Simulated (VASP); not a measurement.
# Zr2S (P-3m1) in VASP: single point with r2SCAN

Aim: the single point of Zr2S with r2SCAN.

Program: VASP 6.6.1. These are calculated values, not measurements. Logs are shortened: lines on timing, memory, paths and dates and some standing lists are left out, and cuts for length are marked.

**1. The cell of the first run**

The structure is trigonal, space group P-3m1 (No. 164). Conventional cell: a = 3.529 Å, b = 3.529 Å, c = 5.656 Å, α = 90.00°, β = 90.00°, γ = 120.00°. Within 3.6 Å of Zr (site symmetry 3m) lie 3 S at 2.59 Å and 9 Zr at 3.20 to 3.53 Å. S (site symmetry -3m) has 6 Zr at 2.59 Å and 6 S at 3.53 Å within 3.6 Å.

**2. Single point, r2SCAN**

Input file POSCAR:

```
Zr2S
1.0
    3.5286391875      0.0000000000      0.0000000000
   -1.7643195938      3.0558911772      0.0000000000
    0.0000000000      0.0000000000      5.6560913401
Zr S
2 1
Direct
    0.6666666667      0.3333333333      0.2816341146
    0.3333333333      0.6666666667      0.7183658854
    0.0000000000      0.0000000000      0.0000000000
```

Input file INCAR.step1:

```
ALGO = Normal
EDIFF = 1E-4
ENCUT = 520
GGA = PE
ISMEAR = 0
LASPH = True
LCHARG = False
LREAL = False
LWAVE = True
NBANDS = 22
NELM = 60
PREC = Accurate
SIGMA = 0.1
```

Input file INCAR.step2:

```
ALGO = Normal
EDIFF = 1E-6
ENCUT = 520
ISIF = 2
ISMEAR = 0
ISTART = 1
LASPH = True
LCHARG = False
LMIXTAU = True
LREAL = False
LWAVE = False
METAGGA = R2SCAN
NBANDS = 22
NELM = 60
PREC = Accurate
SIGMA = 0.1
```

Input file KPOINTS:

```
k-points
0
Gamma
  12 12 8
```

Potentials or basis: VASP PAW PBE potentials, release 64 (Zr_sv, S).

On the command line:

```sh
$ cat potpaw_PBE.64/Zr_sv/POTCAR potpaw_PBE.64/S/POTCAR > POTCAR
$ cp INCAR.step1 INCAR
$ mpirun -np 1 vasp_std > vasp.out
$ cp INCAR.step2 INCAR
$ mpirun -np 1 vasp_std > vasp.out
```

OUTCAR:

```text
EDIFF = 1E-6
   ENCUT = 520
   ISIF = 2
   ISMEAR = 0
   ISTART = 1
   LASPH = True
   LREAL = False
   METAGGA = R2SCAN
   NELM = 60
   PREC = Accurate

 ion  position               nearest neighbor table
   1  0.667  0.333  0.282-   3 2.59   3 2.59   3 2.59   2 3.20   2 3.20   2 3.20   2 3.78   2 3.78
                             2 3.78
   2  0.333  0.667  0.718-   3 2.59   3 2.59   3 2.59   1 3.20   1 3.20   1 3.20   1 3.78   1 3.78
                             1 3.78
   3  0.000  0.000  0.000-   1 2.59   2 2.59   1 2.59   2 2.59   1 2.59   2 2.59

  LATTYP: Found a hexagonal cell.
 ALAT       =     3.5286391875
 C/A-ratio  =     1.6029100850

  Lattice vectors:

 A1 = (   3.5286391875,   0.0000000000,   0.0000000000)
 A2 = (  -1.7643195938,   3.0558911772,   0.0000000000)
 A3 = (   0.0000000000,   0.0000000000,   5.6560913401)

Analysis of symmetry for initial positions (statically):
=====================================================================
 Subroutine PRICEL returns:
 Original cell was already a primitive cell.

 Routine SETGRP: Setting up the symmetry group for a
 hexagonal supercell.

 Subroutine GETGRP returns: Found 12 space group operations
 (whereof 12 operations were pure point group operations)
 out of a pool of 24 trial point group operations.

The static configuration has the point symmetry D_3d.

Analysis of symmetry for dynamics (positions and initial velocities):
=====================================================================
 Subroutine PRICEL returns:
 Original cell was already a primitive cell.

 Routine SETGRP: Setting up the symmetry group for a
 hexagonal supercell.

 Subroutine GETGRP returns: Found 12 space group operations
 (whereof 12 operations were pure point group operations)
 out of a pool of 24 trial point group operations.

The dynamic configuration has the point symmetry D_3d.

 Subroutine INISYM returns: Found 12 space group operations
 (whereof 12 operations are pure point group operations),
 and found     1 'primitive' translations

----------------------------------------------------------------------------------------

                                     Primitive cell

  volume of cell :      60.9904

  direct lattice vectors                    reciprocal lattice vectors
     3.528639188  0.000000000  0.000000000     0.283395368  0.163618392  0.000000000
    -1.764319594  3.055891177  0.000000000     0.000000000  0.327236784  0.000000000
     0.000000000  0.000000000  5.656091340     0.000000000  0.000000000  0.176800539

  length of vectors
     3.528639188  3.528639188  5.656091340     0.327236784  0.327236784  0.176800539

  position of ions in fractional coordinates (direct lattice)
     0.666666667  0.333333333  0.281634115
     0.333333333  0.666666667  0.718365885
     0.000000000  0.000000000  0.000000000

  ion indices of the primitive-cell ions
   primitive index   ion index
                 1           1
                 2           2
                 3           3

----------------------------------------------------------------------------------------

 KPOINTS: k-points

Automatic generation of k-mesh.
 Grid dimensions read from file:
 generate k-points for:   12   12    8

 Generating k-lattice:

  Cartesian coordinates                     Fractional coordinates (reciprocal lattice)
     0.023616281  0.013634866  0.000000000     0.083333333  0.000000000  0.000000000
     0.000000000  0.027269732  0.000000000     0.000000000  0.083333333  0.000000000
     0.000000000  0.000000000  0.022100067     0.000000000  0.000000000  0.125000000

  Length of vectors
     0.027269732  0.027269732  0.022100067

  Shift w.r.t. Gamma in fractional coordinates (k-lattice)
     0.000000000  0.000000000  0.000000000

 Subroutine IBZKPT returns following result:
 ===========================================

 Found    131 irreducible k-points:

 Following reciprocal coordinates:
            Coordinates               Weight
  0.000000  0.000000  0.000000      1.000000
  0.083333 -0.000000  0.000000      6.000000
  0.166667 -0.000000  0.000000      6.000000
  0.250000  0.000000  0.000000      6.000000
  0.333333  0.000000  0.000000      6.000000
  0.416667  0.000000  0.000000      6.000000
[... 16 lines left out ...]
  0.166667 -0.000000  0.125000      6.000000
  0.000000  0.166667  0.125000      6.000000
 [... further k-points ...]
   k-points           NKPTS =    131   k-points in BZ     NKDIM =    131   number of bands    NBANDS=     22
   number of dos      NEDOS =    301   number of ions     NIONS =      3
   total plane-waves  NPLWV =  32928
   dimension x,y,z NGX =    28 NGY =   28 NGZ =   42
   dimension x,y,z NGXF=    56 NGYF=   56 NGZF=   84
   ions per type =               2   1
   NGX,Y,Z   is equivalent  to a cutoff of  13.19, 13.19, 12.34 a.u.
   NGXF,Y,Z  is equivalent  to a cutoff of  26.38, 26.38, 24.69 a.u.
 SYSTEM =  unknown system
   PREC   = accura    normal or accurate (medium, high low for compatibility)
   ISTART =      1    job   : 0-new  1-cont  2-samecut
   ICHARG =      0    charge: 1-file 2-atom 10-const
   ISPIN  =      1    spin polarized calculation?
   LNONCOLLINEAR =      F non collinear calculations
   LSORBIT =      F    spin-orbit coupling
   LASPH  =      T    aspherical Exc in radial PAW
   ENCUT  =  520.0 eV  38.22 Ry    6.18 a.u.   6.56  6.56 10.52*2*pi/ulx,y,z
   NELM   =     60;   NELMIN=  2; NELMDL=  0     # of ELM steps
   EDIFF  = 0.1E-05   stopping-criterion for ELM
   LREAL  =      F    real-space projection
   EDIFFG = 0.1E-04   stopping-criterion for IOM
   NSW    =      0    number of steps for IOM
   IBRION =     -1    ionic relax: 0-MD 1-quasi-New 2-CG
   NFREE  =      0    steps in history (QN), initial steepest desc. (CG)
   ISIF   =      2    stress and relaxation
   ISYM   =      2    0-nonsym 1-usesym 2-fastsym
   POTIM  = 0.5000    time-step for ionic-motion
   TEBEG  =    0.0;   TEEND  =   0.0 temperature during run
   PSTRESS=    0.0 pullay stress
   NELECT =      30.0000    total number of electrons
   NUPDOWN=      -1.0000    fix difference up-down
   EMIN   =  10.00;   EMAX   =-10.00  energy-range for DOS
   EFERMI =   0.00;   METHOD = LEGACY
   ISMEAR =     0;   SIGMA  =   0.10  broadening in eV -4-tet -1-fermi 0-gaus
   EFERMI_NEDOS =   21; number of points for ismear=-14 and -15
   IALGO  =     38    algorithm
   IMIX   =      4    mixing-type and parameters
     AMIX     =   0.40;   BMIX     =  1.00
     AMIX_MAG =   1.60;   BMIX_MAG =  1.00
  volume/ion in A,a.u.               =      20.33       137.19
  Fermi-wavevector in a.u.,A,eV,Ry     =   1.292294  2.442082 22.722060  1.670024
  Thomas-Fermi vector in A             =   2.424011
   LORBIT       =      0    0 simple, 1 ext, 2 COOP (PROOUT), +10 PAW based schemes
   METAGGA = R2SCAN    functional components
   LHFCALC =     F    Hartree Fock is set to
   AEXX    =    0.0000 exact exchange contribution
   IVDW    =     0    specifies the selected vdW correction
   LEPSILON=     F    determine dielectric tensor
   LRPA    =     F    only Hartree local field effects (RPA)
 non-spin polarized calculation
 Gauss-broadening in eV      SIGMA  =   0.10
  energy-cutoff  :      520.00
  volume of cell :       60.99
 maximum number of plane-waves:      1677
 NGX is ok and might be reduce to    28
   NGX = 13   NGY = 13   NGZ = 21

 number of electron      30.0000002 magnetization

 Free energy of the ion-electron system (eV)
  ---------------------------------------------------
  ext. energy  EPLUGINS =         0.00000000
  ---------------------------------------------------
  free energy    TOTEN  =       -57.26202737 eV

  energy without entropy =      -57.25670159  energy(sigma->0) =      -57.25936448

 E-fermi :   9.4010     XC(G=0): -11.8695

 val. band max:        9.3762861748   @ k =   0.4167   0.0000   0.5000
 cond. band min:       9.4153497232   @ k =   0.0833   0.0833   0.1250
 fundamental gap:      0.0390635484
 Fermi energy:         9.4009602723

 k-point     1 :       0.0000    0.0000    0.0000
  band No.  band energies     occupation
      1     -41.5694      2.00000
      2     -41.4854      2.00000
      3     -19.2590      2.00000
      4     -18.7631      2.00000
      5     -18.7631      2.00000
      6     -18.6663      2.00000
[... 14 lines left out ...]
     21      10.7776      0.00000
     22      14.5345      0.00000

 k-point     2 :       0.0833   -0.0000    0.0000
  band No.  band energies     occupation
      1     -41.5660      2.00000
      2     -41.4846      2.00000
      3     -19.2448      2.00000
      4     -18.7943      2.00000
      5     -18.7717      2.00000
      6     -18.6925      2.00000
[... 14 lines left out ...]
     21      11.1479      0.00000
     22      14.2192      0.00000

 k-point     3 :       0.1667   -0.0000    0.0000
  band No.  band energies     occupation
      1     -41.5564      2.00000
      2     -41.4824      2.00000
      3     -19.2049      2.00000
      4     -18.8703      2.00000
      5     -18.7944      2.00000
      6     -18.7613      2.00000
[... 14 lines left out ...]
     21      11.7571      0.00000
     22      13.7438      0.00000

 k-point     4 :       0.2500    0.0000    0.0000
  band No.  band energies     occupation
      1     -41.5426      2.00000
      2     -41.4802      2.00000
      3     -19.1486      2.00000
      4     -18.9674      2.00000
      5     -18.8459      2.00000
      6     -18.8238      2.00000
[... 14 lines left out ...]
     21      12.6709      0.00000
     22      13.4327      0.00000

 k-point     5 :       0.3333    0.0000    0.0000
  band No.  band energies     occupation
      1     -41.5274      2.00000
      2     -41.4793      2.00000
      3     -19.0972      2.00000
      4     -19.0629      2.00000
      5     -18.9077      2.00000
      6     -18.8518      2.00000
[... 14 lines left out ...]
     21      13.1410      0.00000
     22      13.8121      0.00000

 k-point     6 :       0.4167    0.0000    0.0000
  band No.  band energies     occupation
      1     -41.5145      2.00000
      2     -41.4804      2.00000
      3     -19.1333      2.00000
      4     -19.0836      2.00000
      5     -18.9069      2.00000
      6     -18.8717      2.00000
[... 14 lines left out ...]
     21      13.2068      0.00000
     22      13.3996      0.00000

 k-point     7 :       0.5000    0.0000    0.0000
  band No.  band energies     occupation
      1     -41.5090      2.00000
      2     -41.4817      2.00000
      3     -19.1589      2.00000
      4     -19.0890      2.00000
      5     -18.8840      2.00000
      6     -18.8788      2.00000
[... 324 lines left out ...]
      6     -18.6678      2.00000
[... 14 lines left out ...]
     21      11.1289      0.00000
     22      14.1973      0.00000

 k-point    21 :       0.0833   -0.0000    0.1250
  band No.  band energies     occupation
      1     -41.5645      2.00000
      2     -41.4861      2.00000
      3     -19.2269      2.00000
      4     -18.7977      2.00000
      5     -18.7688      2.00000
      6     -18.6934      2.00000
[... 14 lines left out ...]
     21      11.5626      0.00000
     22      13.7142      0.00000

 k-point    22 :       0.0000    0.0833    0.1250
  band No.  band energies     occupation
      1     -41.5645      2.00000
      2     -41.4861      2.00000
      3     -19.2265      2.00000
      4     -18.7929      2.00000
      5     -18.7715      2.00000
      6     -18.7028      2.00000
[... 14 lines left out ...]
     21      11.4501      0.00000
     22      14.0159      0.00000

 k-point    23 :       0.1667   -0.0000    0.1250
  band No.  band energies     occupation
      1     -41.5551      2.00000
      2     -41.4838      2.00000
      3     -19.1924      2.00000
      4     -18.8790      2.00000
      5     -18.7902      2.00000
      6     -18.7536      2.00000
[... 14 lines left out ...]
     21      12.0975      0.00000
     22      13.1091      0.00000

 k-point    24 :       0.0000    0.1667    0.1250
  band No.  band energies     occupation
      1     -41.5550      2.00000
      2     -41.4838      2.00000
      3     -19.1892      2.00000
      4     -18.8651      2.00000
      5     -18.7942      2.00000
      6     -18.7788      2.00000
[... 14 lines left out ...]
     21      11.6532      0.00000
     22      13.8171      0.00000

 [... further k-points ...]
[... 5 lines left out ...]
  --------------------------------------------------------------------------------------
  -------------------------------------------------------------------------------------
  Total       -0.0087274     -0.0087274      0.0063682      0.0000000     -0.0000000     -0.0000000
  in kB       -0.2292629     -0.2292629      0.1672879      0.0000000     -0.0000000     -0.0000000
  external PRESSURE =      -0.0970793 kB  Pullay stress =       0.0000000 kB

 VOLUME and BASIS-vectors are now :
 -----------------------------------------------------------------------------
  energy-cutoff  :      520.00
  volume of cell :       60.99
      direct lattice vectors                 reciprocal lattice vectors
     3.528639188  0.000000000  0.000000000     0.283395368  0.163618392  0.000000000
    -1.764319594  3.055891177  0.000000000     0.000000000  0.327236784  0.000000000
     0.000000000  0.000000000  5.656091340     0.000000000  0.000000000  0.176800539

 POSITION                                       TOTAL-FORCE (eV/Angst)
 -----------------------------------------------------------------------------------
      1.76432      1.01863      1.59295         0.000000     -0.000000      0.017428
     -0.00000      2.03726      4.06314        -0.000000      0.000000     -0.017428
      0.00000      0.00000      0.00000        -0.000000      0.000000      0.000000
 -----------------------------------------------------------------------------------
    total drift:                               -0.000000      0.000000      0.000000

  FREE ENERGIE OF THE ION-ELECTRON SYSTEM (eV)
  ---------------------------------------------------
  free  energy   TOTEN  =       -57.2620273686 eV

  energy  without entropy=      -57.2567015876  energy(sigma->0) =      -57.25936448
```

Wall time 6.9 min (1 thread of Intel Xeon Platinum 8488C (Sapphire Rapids), shared host); peak memory 0.29 GiB.

Results:

```
Free energy            : -57.2620 eV
Pressure               : 0.0 GPa
Largest force          : 0.017 eV/Å
Band gap on the k mesh : zero (bands 15 and 16 overlap by 0.49 eV)
```

Forces on the atoms (eV/Å):
```
Zr   0.000  0.000  0.017
Zr   0.000  0.000 -0.017
S    0.000  0.000  0.000
```

Caveat: the PAW data sets were made with another functional, which shifts forces and pressure a little.
